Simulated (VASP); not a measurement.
A run of VASP 6.6.1 is set up as follows.

The input INCAR:

```
SYSTEM = Hf3Si2N
ALGO = Normal
EDIFF = 1E-7
EDIFFG = -0.04
ENCUT = 600
GGA = PE
IBRION = 2
ISIF = 3
ISMEAR = 0
LASPH = .True.
LCHARG = .False.
LREAL = .False.
LWAVE = .False.
NELM = 60
NSW = 90
PREC = Accurate
SIGMA = 0.1
```

KPOINTS

```
k-points
0
Gamma
  6 6 2
  0 0 0
```

File POSCAR:

```
Hf3Si2N
1.0
    3.2954118800      0.0000000000      0.0000000000
    0.0000000000      3.2954118800      0.0000000000
    0.0000000000      0.0000000000      9.5116040100
Hf Si N
3 2 1
Direct
    0.0000000000      0.0000000000      0.6746923900
    0.0000000000      0.0000000000      0.3274696500
    0.5000000000      0.5000000000      0.8249817500
    0.0000000000      0.0000000000      0.9999432600
    0.5000000000      0.5000000000      0.5015775000
    0.5000000000      0.5000000000      0.1713354600
```

Potentials or basis: VASP PAW PBE potentials, release 64 (Hf_pv, Si, N).

Launch:

```sh
$ cat potpaw_PBE.64/Hf_pv/POTCAR potpaw_PBE.64/Si/POTCAR potpaw_PBE.64/N/POTCAR > POTCAR
$ mpirun -np 1 vasp_std > vasp.out
```

**Question.** Predict the relaxed volume.

**Answer.** 16.89 Å³/atom.

**Question.** Predict the band gap on the k mesh.

**Answer.** Zero (an odd number of electrons rules out a gap without spin polarisation).

**Question.** What does it give for the space group after relaxing (to 0.1 Å)?

**Answer.** P4mm (No. 99).

**Question.** What does it give for the relaxed cell?

**Answer.** a = 3.475 Å, b = 3.475 Å, c = 8.393 Å, α = 90.00°, β = 90.00°, γ = 90.00°.

Final structure:
```xyz
6
Lattice="3.4749 0.0000 0.0000 0.0000 3.4749 0.0000 0.0000 0.0000 8.3934" Properties=species:S:1:pos:R:3 pbc="T T T"
Hf    0.0000    0.0000    5.2364
Hf    3.4749    0.0000    2.0374
Hf    1.7374    1.7374    8.2966
Si    0.0000    0.0000    7.7983
Si    1.7374    1.7374    3.9215
N     1.7374    1.7374    2.0867
```

Caveat: spin-orbit coupling is left out, which moves the levels of the heavy elements; an odd number of electrons without spin polarisation forces a metal; a magnetic or distorted state may lie lower.
